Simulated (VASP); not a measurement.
Wanted: the native input for a VASP 6.6.1 run.

| Item | Value |
| --- | --- |
| Task | single point |
| Functional | LDA |
| Potentials or basis | VASP PAW LDA potentials, release 64 (Se) |
| Cutoff | 520 eV |
| k mesh | 14 × 14 × 14 |
| Occupations | fermi-dirac, width 0.05 eV |
| Spin | no spin polarisation |
| Dipole correction | no |
| Further INCAR settings | ALGO = Normal; EDIFF = 1e-07; NBANDS = 9 |

The structure of Se lies in POSCAR:

```
Se
1.0
    2.6214657877      0.0000000000      0.0000000000
    0.0000000000      2.6214657877      0.0000000000
    0.0000000000      0.0000000000      2.6214657877
Se
1
Direct
    0.0000000000      0.0000000000      0.0000000000
```

The input as run:

INCAR

```
SYSTEM = Se
  PREC = Accurate
  ENCUT = 520
  EDIFF = 1E-7
  ISMEAR = -1
  SIGMA = 0.05
  LREAL = .FALSE.
  LASPH = .TRUE.
  NELM = 100
  ALGO = Normal
  ISIF = 2
  LWAVE = .FALSE.
  LCHARG = .FALSE.
  NBANDS = 9
```

KPOINTS

```
regular mesh
0
G
  14 14 14
  0 0 0
```

Potentials or basis: VASP PAW LDA potentials, release 64 (Se).

Launch:

```bash
$ cat potpaw_LDA.64/Se/POTCAR > POTCAR
$ mpirun -np 1 vasp_std > vasp.out
```

It gave:

The pressure is 20.5 GPa and the band gap on the k mesh is zero (band 3 reaches 11.64 eV, above the bottom of band 4 at 3.55 eV).

It took 4.3 s on 1 thread of Intel(R) Xeon(R) 6975P-C (Granite Rapids), with other jobs on the host, peak memory 0.12 GiB.
